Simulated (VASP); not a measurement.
# Cs2Au (I4/mmm) in VASP: relaxation of cell and atoms with PBE

Aim: the relaxation of cell and atoms of Cs2Au with PBE.

Program: VASP 6.6.1. These are calculated values, not measurements. Logs are shortened: lines on timing, memory, paths and dates and some standing lists are left out, and cuts for length are marked.

### Step 1. The cell of the first run

The structure is tetragonal, space group I4/mmm (No. 139). The conventional cell has a = 4.414 Å, b = 4.414 Å, c = 10.827 Å, α = 90.00°, β = 90.00°, γ = 90.00°. Within 4.7 Å of Cs (site symmetry 4mm) lie 9 Cs at 3.57 to 4.41 Å and 5 Au at 3.60 to 3.63 Å. Within 4.7 Å of Au (site symmetry 4/mmm) lie 10 Cs at 3.60 to 3.63 Å and 4 Au at 4.41 Å.

### Step 2. Relaxation of cell and atoms, PBE

INCAR

```
  PREC = Accurate
  ENCUT = 540
  EDIFF = 1E-7
  ISMEAR = 0
  SIGMA = 0.1
  LREAL = False
  LASPH = True
  NELM = 120
  ALGO = Normal
  ISIF = 3
  LWAVE = False
  LCHARG = False
  GGA = PE
  IBRION = 2
  NSW = 90
  EDIFFG = -0.04
  GGA_COMPAT = False
  NELMIN = 4
```

KPOINTS

```
Automatic mesh
0
Gamma
  6 6 6
```

POSCAR

```
Cs2Au
1.0
   -2.2067803802      2.2067803802      5.4135081203
    2.2067803802     -2.2067803802      5.4135081203
    2.2067803802      2.2067803802     -5.4135081203
Cs Au
2 1
Direct
    0.6650000000      0.6650000000      0.0000000000
    0.3350000000      0.3350000000      0.0000000000
    0.0000000000      0.0000000000      0.0000000000
```

Potentials or basis: VASP PAW PBE potentials, release 64 (Cs_sv, Au_sv_GW).

Run with:

```
$ cat potpaw_PBE.64/Cs_sv/POTCAR potpaw_PBE.64/Au_sv_GW/POTCAR > POTCAR
$ mpirun -np 1 vasp_std > vasp.out
```

OUTCAR:

```text
PREC = Accurate
   ENCUT = 540
   EDIFF = 1E-7
   ISMEAR = 0
   LREAL = False
   LASPH = True
   NELM = 120
   ISIF = 3
   GGA = PE
   IBRION = 2
   NSW = 90
   EDIFFG = -0.04
   NELMIN = 4

 ion  position               nearest neighbor table
   1  0.665  0.665  0.000-
   2  0.335  0.335  0.000-
   3  0.000  0.000  0.000-

  LATTYP: Found a body centered tetragonal cell.
 ALAT       =     4.4135607604
 C/A-ratio  =     2.4531250001

  Lattice vectors:

 A1 = (  -2.2067803802,   2.2067803802,   5.4135081203)
 A2 = (   2.2067803802,  -2.2067803802,   5.4135081203)
 A3 = (   2.2067803802,   2.2067803802,  -5.4135081203)

Analysis of symmetry for initial positions (statically):
=====================================================================
 Subroutine PRICEL returns:
 Original cell was already a primitive cell.

 Routine SETGRP: Setting up the symmetry group for a
 body centered tetragonal supercell.

 Subroutine GETGRP returns: Found 16 space group operations
 (whereof 16 operations were pure point group operations)
 out of a pool of 16 trial point group operations.

The static configuration has the point symmetry D_4h.

Analysis of symmetry for dynamics (positions and initial velocities):
=====================================================================
 Subroutine PRICEL returns:
 Original cell was already a primitive cell.

 Routine SETGRP: Setting up the symmetry group for a
 body centered tetragonal supercell.

 Subroutine GETGRP returns: Found 16 space group operations
 (whereof 16 operations were pure point group operations)
 out of a pool of 16 trial point group operations.

The dynamic configuration has the point symmetry D_4h.

 Subroutine INISYM returns: Found 16 space group operations
 (whereof 16 operations are pure point group operations),
 and found     1 'primitive' translations

----------------------------------------------------------------------------------------

                                     Primitive cell

  volume of cell :     105.4525

[... 105 lines left out ...]
   ISMEAR =     0;   SIGMA  =   0.10  broadening in eV -4-tet -1-fermi 0-gaus
   EFERMI_NEDOS =   21; number of points for ismear=-14 and -15
   IALGO  =     38    algorithm
   IMIX   =      4    mixing-type and parameters
     AMIX     =   0.40;   BMIX     =  1.00
     AMIX_MAG =   1.60;   BMIX_MAG =  1.00
  volume/ion in A,a.u.               =      35.15       237.21
  Fermi-wavevector in a.u.,A,eV,Ry     =   1.154666  2.182002 18.140018  1.333254
  Thomas-Fermi vector in A             =   2.291301
   LORBIT       =      0    0 simple, 1 ext, 2 COOP (PROOUT), +10 PAW based schemes
   GGA     = PE    functional components
   LHFCALC =     F    Hartree Fock is set to
   AEXX    =    0.0000 exact exchange contribution
   IVDW    =     0    specifies the selected vdW correction
   LEPSILON=     F    determine dielectric tensor
   LRPA    =     F    only Hartree local field effects (RPA)
 conjugate gradient relaxation of ions
 non-spin polarized calculation
 Gauss-broadening in eV      SIGMA  =   0.10
  energy-cutoff  :      540.00
  volume of cell :      105.45
 maximum number of plane-waves:      3041
   NGX = 23   NGY = 23   NGZ = 23

--------------------------------------- Ionic step        1  -------------------------------------------

 number of electron      36.9999999 magnetization

 Free energy of the ion-electron system (eV)
  ---------------------------------------------------
  ext. energy  EPLUGINS =         0.00000000
  ---------------------------------------------------
  free energy    TOTEN  =        -3.96403197 eV

  energy without entropy =       -3.94627722  energy(sigma->0) =       -3.95515460

------------------------ aborting loop because EDIFF is reached ----------------------------------------

  FORCE on cell =-STRESS in cart. coord.  units (eV):
  Direction    XX          YY          ZZ          XY          YZ          ZX
  --------------------------------------------------------------------------------------
  -------------------------------------------------------------------------------------
  Total        3.5413564      3.5413564      3.2153801      0.0000000      0.0000000      0.0000000
  in kB       53.8050702     53.8050702     48.8523991      0.0000000      0.0000000      0.0000000
  external PRESSURE =      52.1541798 kB  Pullay stress =       0.0000000 kB
[... 92 lines left out ...]
  FREE ENERGIE OF THE ION-ELECTRON SYSTEM (eV)
  ---------------------------------------------------
  free  energy   TOTEN  =        -4.4786784279 eV

  energy  without entropy=       -4.4658848597  energy(sigma->0) =       -4.47228164

[... ionic steps 4 to 26 ...]

--------------------------------------- Ionic step       27  -------------------------------------------

 number of electron      36.9999987 magnetization

------------------------ aborting loop because EDIFF is reached ----------------------------------------
[... 69 lines left out ...]
--------------------------------------- Ionic step       29  -------------------------------------------

 number of electron      36.9999987 magnetization

 Free energy of the ion-electron system (eV)
  ---------------------------------------------------
  ext. energy  EPLUGINS =         0.00000000
  ---------------------------------------------------
  free energy    TOTEN  =        -4.71195150 eV

  energy without entropy =       -4.69435966  energy(sigma->0) =       -4.70315558

 E-fermi :   2.3883     XC(G=0):  -7.4390

 val. band max:        2.3797704245   @ k =  -0.3333   0.1667  -0.0000
 cond. band min:       2.4046693375   @ k =   0.3333   0.1667   0.0000
 fundamental gap:      0.0248989131
 Fermi energy:         2.3883226989

 k-point     1 :       0.0000    0.0000    0.0000
  band No.  band energies     occupation
      1    -102.8834      2.00000
      2     -54.2310      2.00000
      3     -54.2310      2.00000
      4     -54.1990      2.00000
      5     -21.0769      2.00000
      6     -20.9827      2.00000
[... 589 lines left out ...]
     21       4.1208      0.00000
     22       4.6658      0.00000

 [... further k-points ...]

------------------------ aborting loop because EDIFF is reached ----------------------------------------

  FORCE on cell =-STRESS in cart. coord.  units (eV):
  Direction    XX          YY          ZZ          XY          YZ          ZX
  --------------------------------------------------------------------------------------
  -------------------------------------------------------------------------------------
  Total       -0.0578515     -0.0578515     -0.0640025      0.0000000      0.0000000      0.0000000
  in kB       -0.5789710     -0.5789710     -0.6405302      0.0000000      0.0000000      0.0000000
  external PRESSURE =      -0.5994908 kB  Pullay stress =       0.0000000 kB
[... 18 lines left out ...]
  FREE ENERGIE OF THE ION-ELECTRON SYSTEM (eV)
  ---------------------------------------------------
  free  energy   TOTEN  =        -4.7119514955 eV

  energy  without entropy=       -4.6943596551  energy(sigma->0) =       -4.70315558

 reached required accuracy - stopping structural energy minimisation
```

CONTCAR:

```text
Cs2Au
   1.00000000000000
    -2.2962278552117925    2.2962278552117925    7.5906375027977200
     2.2962278552117925   -2.2962278552117925    7.5906375027977200
     2.2962278552117925    2.2962278552117925   -7.5906375027977200
  Cs              Au
     2     1
Direct
     0.6253672587746405    0.6253672587746405    0.0000000000000000
     0.3746327412253596    0.3746327412253596    0.0000000000000000
     0.0000000000000000    0.0000000000000000    0.0000000000000000

  0.00000000E+00  0.00000000E+00  0.00000000E+00
  0.00000000E+00  0.00000000E+00  0.00000000E+00
  0.00000000E+00  0.00000000E+00  0.00000000E+00
```

Run time: 25 min. Hardware: 1 thread of Intel Xeon Platinum 8559C (Emerald Rapids), shared host; peak memory 0.45 GiB.

What came out:

```yaml
Free_energy: -4.7120 eV
Relaxed_volume: 53.36 Å³/atom
Relaxed_cell: a = 8.256 Å, b = 8.256 Å, c = 8.256 Å, α = 147.70°, β = 147.70°, γ = 46.32°
Space_group_after_relaxing_to_0.1_Å: I4/mmm (No. 139)
Energy_gained_by_relaxing: 249.3 meV/atom
Ionic_steps: 29
Pressure_after_relaxing: -0.1 GPa
Largest_force_after_relaxing: 0.033 eV/Å
Band_gap_on_the_k_mesh: zero (an odd number of electrons rules out a gap without spin polarisation)
```

Forces on the atoms (eV/Å):
```
Cs   0.000  0.000  0.033
Cs   0.000  0.000 -0.033
Au   0.000  0.000  0.000
```

Step by step:
| step | energy change (eV) | largest force (eV/Å) | pressure (GPa) | volume (Å³) |
| --- | --- | --- | --- | --- |
| 1 | 0.0000 | 0.4794 | 5.22 | 105.45 |
| 2 | -0.4055 | 0.4641 | 1.82 | 123.90 |
| 3 | -0.5146 | 0.3976 | 0.26 | 139.28 |
| 4 | -0.5217 | 0.3805 | -0.06 | 143.92 |
| 5 | -0.5220 | 0.3763 | -0.12 | 145.05 |
| 6 | -0.5386 | 0.2900 | -0.10 | 144.87 |
| 7 | -0.5535 | 0.0408 | 0.02 | 144.41 |
| 8 | -0.5538 | 0.0789 | 0.00 | 144.47 |
| 9 | -0.5618 | 0.0716 | 0.00 | 144.41 |
| 10 | -0.5837 | 0.0458 | 0.07 | 144.10 |
| 11 | -0.6199 | 0.0324 | 0.40 | 143.00 |
| 12 | -0.6256 | 0.3223 | 1.80 | 139.01 |
| 13 | -0.6268 | 0.3225 | 1.81 | 139.12 |
| 14 | -0.6303 | 0.3251 | 1.82 | 139.43 |
| 15 | -0.6363 | 0.3297 | 1.84 | 140.03 |
| 16 | -0.6423 | 0.3456 | 1.84 | 141.17 |
| 17 | -0.6502 | 0.3295 | 1.76 | 141.81 |
| 18 | -0.6718 | 0.2844 | 1.52 | 143.73 |
| 19 | -0.7059 | 0.2023 | 1.06 | 147.63 |
| 20 | -0.7363 | 0.0683 | 0.14 | 155.64 |
| 21 | -0.7364 | 0.0591 | 0.07 | 156.28 |
| 22 | -0.7386 | 0.0605 | 0.07 | 156.57 |
| 23 | -0.7435 | 0.0659 | 0.08 | 157.43 |
| 24 | -0.7462 | 0.0816 | 0.07 | 159.11 |
| 25 | -0.7464 | 0.0786 | 0.07 | 158.79 |
| 26 | -0.7471 | 0.0644 | 0.02 | 159.37 |
| 27 | -0.7475 | 0.0465 | -0.05 | 160.13 |
| 28 | -0.7475 | 0.0403 | -0.07 | 160.39 |
| 29 | -0.7479 | 0.0328 | -0.06 | 160.09 |

Final structure:
```cif
data_structure
_symmetry_space_group_name_H-M 'P 1'
_symmetry_Int_Tables_number 1
_cell_length_a 8.2561
_cell_length_b 8.2561
_cell_length_c 8.2561
_cell_angle_alpha 147.703
_cell_angle_beta 147.703
_cell_angle_gamma 46.324
_cell_volume 160.09
loop_
_atom_site_label
_atom_site_type_symbol
_atom_site_fract_x
_atom_site_fract_y
_atom_site_fract_z
_atom_site_occupancy
Cs1 Cs 0.62537 0.62537 0.00000 1
Cs2 Cs 0.37463 0.37463 0.00000 1
Au1 Au 0.00000 0.00000 0.00000 1
```

Caveat: the volume moved by over 15 % at a fixed basis, so the end points are rough; spin-orbit coupling is left out, which moves the levels of the heavy elements.

The gap in the log of VASP goes by the Fermi energy; the results here count the filled bands.